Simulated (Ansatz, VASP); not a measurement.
## Two plane-wave programs on Cr

The input INCAR:

```
SYSTEM = Cr
  PREC = Accurate
  ENCUT = 520
  EDIFF = 1E-6
  ISMEAR = -1
  SIGMA = 0.1
  LREAL = .False.
  LASPH = .True.
  NELM = 100
  ALGO = Normal
  ISIF = 2
  LWAVE = .False.
  LCHARG = .True.
  GGA = RE
  LELF = .True.
  LVHAR = .True.
  NBANDS = 32
```

Contents of KPOINTS:

```
regular mesh
0
Gamma
  16 16 4
  0 0 0
```

POSCAR

```
Cr
1.0
    2.4806629951      0.0000000000      0.0000000000
   -1.2403314976      2.1483171720      0.0000000000
    0.0000000000      0.0000000000      8.7160543193
Cr
4
Direct
    0.0000000000      0.0000000000      0.0000000000
    1.0000000000      1.0000000000      0.5000000000
    0.3333333333      0.6666666667      0.2500000000
    0.6666666667      0.3333333333      0.7500000000
```

Input for Ansatz:

```yaml
crystal:
  lattice:
    - [2.4806629951, 0.0, 0.0]
    - [-1.2403314976, 2.148317172, 0.0]
    - [0.0, 0.0, 8.7160543193]
  atoms:
    - { symbol: Cr, position: [0.0, 0.0, 0.0] }
    - { symbol: Cr, position: [1.0, 1.0, 0.5] }
    - { symbol: Cr, position: [0.3333333333, 0.6666666667, 0.25] }
    - { symbol: Cr, position: [0.6666666667, 0.3333333333, 0.75] }
hamiltonian:
  xc: revpbe
  pseudopotentials:
    kind: paw
    azcp:
      Cr: "pseudopotentials/Cr.paw.azcp"
basis:
  ecutwfc: 420
  fft_grid_basis: typed
kpoints:
  mp_grid: { grid: [16, 16, 4], shift: [0, 0, 0] }
magnetization:
  spin_polarized: false
scf:
  occupations: { method: fermi_dirac, width: 0.1 }
  lower_state_search: "off"
output:
  stress: true
  write_density: true
  write_potential: true
  elf: true
  volumetric_format: npy
```

Alike in both runs: task single point; functional revPBE; k mesh 16 × 16 × 4; occupations fermi-dirac, width 0.1 eV; no spin polarisation.

|  | VASP | Ansatz |
| --- | --- | --- |
| version | VASP 6.6.1 | Ansatz 0.2.0 |
| potentials or method | VASP PAW PBE potentials, release 64 (Cr_pv), cutoff 520 eV | plane waves (420 eV) with PAW, scalar-relativistic |
| valence electrons in the cell | 48 | 56 |

```tsv
	VASP	Ansatz	Ansatz less VASP
pressure (GPa)	9.6	10.1	+0.45
traceless stress, the component that is largest in VASP (GPa)	-0.56	-0.64	-0.078
```

VASP's potentials were made for PBE, not for revPBE. VASP's potentials hold 48 valence electrons a cell and Ansatz's 56, so a difference there can come from the potentials and not from the codes.
